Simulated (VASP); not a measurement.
# V3MoSe8 (P-3m1) in VASP: single point with PBE

Aim: the single point of V3MoSe8 with PBE.

All numbers are computed with VASP 6.6.1; they aren't measurements. Logs are shortened: lines on timing, memory, paths and dates and some standing lists are left out, and cuts for length are marked.

## 1. The cell of the first run

The structure is trigonal, space group P-3m1 (No. 164). The conventional cell has a = 3.544 Å, b = 3.544 Å, c = 26.268 Å, α = 90.00°, β = 90.00°, γ = 120.00°. V (site symmetry 3m) has 6 Se at 2.59 Å within 3.4 Å. Within 3.4 Å of V (site symmetry -3m) lie 6 Se at 2.59 Å. Mo (site symmetry -3m) has 6 Se at 2.59 Å within 3.4 Å. Within 3.4 Å of Se (site symmetry 3m) lie 3 Mo at 2.59 Å. Se (site symmetry 3m) has 3 V at 2.59 Å within 3.4 Å. Within 3.4 Å of Se (site symmetry 3m) lie 3 V at 2.59 Å. Se (site symmetry 3m) has 3 V at 2.59 Å within 3.4 Å.

## 2. Single point, PBE, collinear spin, ferromagnetic start

Contents of INCAR:

```
SYSTEM = V3MoSe8
PREC = Accurate
ENCUT = 520
EDIFF = 1E-6
ISMEAR = 0
SIGMA = 0.1
LREAL = .False.
LASPH = .True.
NELM = 150
ALGO = Normal
ISIF = 2
LWAVE = .False.
LCHARG = .False.
ISPIN = 2
MAGMOM = 2 2 2 1 0 0 0 0 0 0 0 0
LORBIT = 11
LMAXMIX = 4
GGA = PE
NBANDS = 66
```

Contents of KPOINTS:

```
Automatic mesh
0
Gamma
  6 6 1
  0 0 0
```

Contents of POSCAR:

```
V3MoSe8
1.0
    3.5435223000      0.0000000000      0.0000000000
   -1.7717611500      3.0687803300      0.0000000000
    0.0000000000      0.0000000000     26.2677177300
V Mo Se
3 1 8
Direct
    0.0000000000      0.0000000000      0.7500000000
    0.0000000000      0.0000000000      0.2500000000
    0.0000000000      0.0000000000      0.5000000000
    0.0000000000      0.0000000000      0.0000000000
    0.6666666700      0.3333333300      0.9396822600
    0.6666666700      0.3333333300      0.1896822600
    0.6666666700      0.3333333300      0.4396822600
    0.6666666700      0.3333333300      0.6896822600
    0.3333333300      0.6666666700      0.8103177400
    0.3333333300      0.6666666700      0.0603177400
    0.3333333300      0.6666666700      0.3103177400
    0.3333333300      0.6666666700      0.5603177400
```

Potentials or basis: VASP PAW PBE potentials, release 64 (V_sv, Mo_sv, Se).

On the command line:

```
> cat potpaw_PBE.64/V_sv/POTCAR potpaw_PBE.64/Mo_sv/POTCAR potpaw_PBE.64/Se/POTCAR > POTCAR
> mpirun -np 1 vasp_std > vasp.out
```

OUTCAR:

```text
SYSTEM = V3MoSe8
   PREC = Accurate
   ENCUT = 520
   EDIFF = 1E-6
   ISMEAR = 0
   LREAL = .False.
   LASPH = .True.
   NELM = 150
   ISIF = 2
   ISPIN = 2
   LORBIT = 11
   GGA = PE

 ion  position               nearest neighbor table
   1  0.000  0.000  0.750-   8 2.59   9 2.59   9 2.59   8 2.59   8 2.59   9 2.59
   2  0.000  0.000  0.250-   6 2.59  11 2.59  11 2.59   6 2.59   6 2.59  11 2.59
   3  0.000  0.000  0.500-   7 2.59  12 2.59  12 2.59   7 2.59   7 2.59  12 2.59
   4  0.000  0.000  0.000-   5 2.59  10 2.59  10 2.59   5 2.59   5 2.59  10 2.59
   5  0.667  0.333  0.940-   4 2.59   4 2.59   4 2.59
   6  0.667  0.333  0.190-   2 2.59   2 2.59   2 2.59
   7  0.667  0.333  0.440-   3 2.59   3 2.59   3 2.59
   8  0.667  0.333  0.690-   1 2.59   1 2.59   1 2.59
   9  0.333  0.667  0.810-   1 2.59   1 2.59   1 2.59
  10  0.333  0.667  0.060-   4 2.59   4 2.59   4 2.59
  11  0.333  0.667  0.310-   2 2.59   2 2.59   2 2.59
  12  0.333  0.667  0.560-   3 2.59   3 2.59   3 2.59

  LATTYP: Found a hexagonal cell.
 ALAT       =     3.5435223000
 C/A-ratio  =     7.4128834268

  Lattice vectors:

 A1 = (   3.5435223000,   0.0000000000,   0.0000000000)
 A2 = (  -1.7717611500,   3.0687803300,   0.0000000000)
 A3 = (   0.0000000000,   0.0000000000,  26.2677177300)

Analysis of symmetry for initial positions (statically):
=====================================================================
 Subroutine PRICEL returns:
 Original cell was already a primitive cell.

 Routine SETGRP: Setting up the symmetry group for a
 hexagonal supercell.

 Subroutine GETGRP returns: Found 12 space group operations
 (whereof 12 operations were pure point group operations)
 out of a pool of 24 trial point group operations.

The static configuration has the point symmetry D_3d.

Analysis of symmetry for dynamics (positions and initial velocities):
=====================================================================
 Subroutine PRICEL returns:
 Original cell was already a primitive cell.

 Routine SETGRP: Setting up the symmetry group for a
 hexagonal supercell.

 Subroutine GETGRP returns: Found 12 space group operations
 (whereof 12 operations were pure point group operations)
 out of a pool of 24 trial point group operations.

The dynamic configuration has the point symmetry D_3d.

Analysis of structural, dynamic, and magnetic symmetry:
=====================================================================
 Subroutine PRICEL returns:
 Original cell was already a primitive cell.

 Routine SETGRP: Setting up the symmetry group for a
 hexagonal supercell.
[... 168 lines left out ...]
      2     -61.4482      1.00000
      3     -61.4382      1.00000
      4     -57.6744      1.00000
      5     -35.2708      1.00000
      6     -35.2708      1.00000
[... 444 lines left out ...]
     61       5.6517      0.00000
     62       5.6517      0.00000
 Fermi energy:         3.9559847064

 spin component 2

 k-point     1 :       0.0000    0.0000    0.0000
  band No.  band energies     occupation
      1     -60.1160      1.00000
      2     -60.1113      1.00000
      3     -60.1113      1.00000
      4     -57.6859      1.00000
      5     -33.9835      1.00000
      6     -33.9835      1.00000
[... 444 lines left out ...]
     61       6.2102      0.00000
     62       6.2102      0.00000
 [bands above 62 left out]

------------------------ aborting loop because EDIFF is reached ----------------------------------------

  FORCE on cell =-STRESS in cart. coord.  units (eV):
  Direction    XX          YY          ZZ          XY          YZ          ZX
  --------------------------------------------------------------------------------------
  -------------------------------------------------------------------------------------
  Total      -11.7014762    -11.7014762     -7.4129044     -0.0000000      0.0000000      0.0000000
  in kB      -65.6338563    -65.6338563    -41.5791561     -0.0000000      0.0000000      0.0000000
  external PRESSURE =     -57.6156229 kB  Pullay stress =       0.0000000 kB

 VOLUME and BASIS-vectors are now :
 -----------------------------------------------------------------------------
  energy-cutoff  :      520.00
  volume of cell :      285.64
      direct lattice vectors                 reciprocal lattice vectors
     3.543522300  0.000000000  0.000000000     0.282205082  0.162931180  0.000000000
    -1.771761150  3.068780330  0.000000000     0.000000000  0.325862360  0.000000000
     0.000000000  0.000000000 26.267717730     0.000000000  0.000000000  0.038069543

 POSITION                                       TOTAL-FORCE (eV/Angst)
 -----------------------------------------------------------------------------------
      0.00000      0.00000     19.70079        -0.000000      0.000000     -0.008877
      0.00000      0.00000      6.56693        -0.000000      0.000000      0.008877
      0.00000      0.00000     13.13386        -0.000000      0.000000     -0.000000
      0.00000      0.00000      0.00000        -0.000000      0.000000     -0.000000
      1.77176      1.02293     24.68331         0.000000     -0.000000     -0.095593
      1.77176      1.02293      4.98252         0.000000     -0.000000      0.820374
      1.77176      1.02293     11.54945         0.000000      0.000000      0.827042
      1.77176      1.02293     18.11638        -0.000000     -0.000000      0.839229
     -0.00000      2.04585     21.28520        -0.000000      0.000000     -0.820374
     -0.00000      2.04585      1.58441        -0.000000      0.000000      0.095593
     -0.00000      2.04585      8.15134         0.000000      0.000000     -0.839229
     -0.00000      2.04585     14.71827        -0.000000      0.000000     -0.827042
 -----------------------------------------------------------------------------------
    total drift:                               -0.000000      0.000000      0.000000

  FREE ENERGIE OF THE ION-ELECTRON SYSTEM (eV)
  ---------------------------------------------------
  free  energy   TOTEN  =       -72.8003249392 eV

  energy  without entropy=      -72.7781297879  energy(sigma->0) =      -72.78922736

 total charge

# of ion       s       p       d       tot
------------------------------------------
    1        2.219   6.165   2.910  11.294
    2        2.219   6.165   2.910  11.294
    3        2.219   6.165   2.908  11.292
    4        2.269   6.155   3.789  12.213
    5        1.478   2.291   0.053   3.822
    6        1.477   2.287   0.032   3.796
    7        1.478   2.283   0.032   3.794
    8        1.478   2.283   0.032   3.793
    9        1.477   2.287   0.032   3.796
   10        1.478   2.291   0.053   3.822
   11        1.478   2.283   0.032   3.793
   12        1.478   2.283   0.032   3.794
--------------------------------------------------
tot         20.746  42.940  12.817  76.503

 magnetization (x)

# of ion       s       p       d       tot
------------------------------------------
    1        0.019   0.009   1.291   1.318
    2        0.019   0.009   1.291   1.318
    3        0.019   0.008   1.276   1.303
    4       -0.001  -0.000  -0.017  -0.018
    5       -0.000  -0.001  -0.000  -0.002
    6       -0.002  -0.127   0.005  -0.124
    7       -0.002  -0.128   0.005  -0.125
    8       -0.002  -0.128   0.005  -0.125
    9       -0.002  -0.127   0.005  -0.124
   10       -0.000  -0.001  -0.000  -0.002
   11       -0.002  -0.128   0.005  -0.125
   12       -0.002  -0.128   0.005  -0.125
--------------------------------------------------
tot          0.041  -0.745   3.872   3.169
```

OSZICAR:

```text
N       E                     dE             d eps       ncg     rms          rms(c)
DAV:   1     0.100781764507E+04    0.10078E+04   -0.51407E+04  2128   0.142E+03
DAV:   2     0.126176343467E+02   -0.99520E+03   -0.95248E+03  2124   0.381E+02
[... 28 lines left out ...]
DAV:  31    -0.728003364766E+02   -0.11414E-04   -0.26495E-05  2246   0.215E-02    0.677E-02
DAV:  32    -0.728003281658E+02    0.83108E-05   -0.10325E-05  2096   0.138E-02    0.515E-02
DAV:  33    -0.728003238134E+02    0.43525E-05   -0.80683E-06  2126   0.131E-02    0.338E-02
DAV:  34    -0.728003197232E+02    0.40902E-05   -0.19349E-05  2180   0.178E-02    0.140E-02
DAV:  35    -0.728003221543E+02   -0.24311E-05   -0.13976E-05  2210   0.147E-02    0.129E-02
DAV:  36    -0.728003248523E+02   -0.26981E-05   -0.39218E-06  1858   0.853E-03    0.131E-02
DAV:  37    -0.728003249392E+02   -0.86928E-07   -0.86654E-07  1196   0.404E-03
   1 F= -.72800325E+02 E0= -.72789227E+02  d E =-.221952E-01  mag=     3.3449
```

Wall time 17 min (1 thread of Intel Xeon Platinum 8259CL at 2.50GHz (Skylake/Cascade Lake), shared host); peak memory 0.64 GiB.

Results:

```
Free energy                                           : -72.8003 eV
Pressure                                              : -5.8 GPa
Largest force                                         : 0.839 eV/Å
Net moment                                            : 3.34 μB per cell
Site moments                                          : V +1.32, +1.30 (each value once); Mo -0.02; Se -0.00, -0.12 (each value once) μB
Valence electrons inside the program's atomic spheres : V 11.29; Mo 12.21; Se 3.82, 3.80, 3.79 (each value once)
```

Forces on the atoms (eV/Å):
```
V    0.000  0.000 -0.009
V    0.000  0.000  0.009
V    0.000  0.000  0.000
Mo   0.000  0.000  0.000
Se   0.000  0.000 -0.096
Se   0.000  0.000  0.820
Se   0.000  0.000  0.827
Se   0.000  0.000  0.839
Se   0.000  0.000 -0.820
Se   0.000  0.000  0.096
Se   0.000  0.000 -0.839
Se   0.000  0.000 -0.827
```

Stress tensor (GPa, compression positive):
```
-6.56  0.00  0.00
 0.00 -6.56  0.00
 0.00  0.00 -4.16
```

Levels at points of the mesh, in eV from the Fermi level:
Spin up:
```csv
k point,band 49,band 50,band 51,band 52,band 53,band 54,band 55,band 56
"(0.00, 0.00, 0.00)",-0.48,-0.17,-0.12,-0.10,-0.10,0.05,0.46,0.46
"(0.50, 0.00, 0.00)",-1.00,-0.99,-0.93,-0.88,-0.03,-0.03,-0.02,0.33
```
Spin down:
```csv
k point,band 45,band 46,band 47,band 48,band 49,band 50,band 51,band 52,band 53,band 54
"(0.00, 0.00, 0.00)",-0.09,0.29,0.29,0.31,0.31,0.35,0.35,0.70,0.70,0.70
"(0.50, 0.00, 0.00)",-1.48,-1.26,-1.22,-1.18,-1.11,0.15,0.21,0.25,0.37,1.03
```

Caveat: the cell stands under tension; this functional lacks dispersion, which binds layers or chains, so the pressure and a relaxed spacing across them are unreliable. With open d or f shells a metallic result of PBE can be an artefact of self-interaction; +U or a hybrid may open a gap.
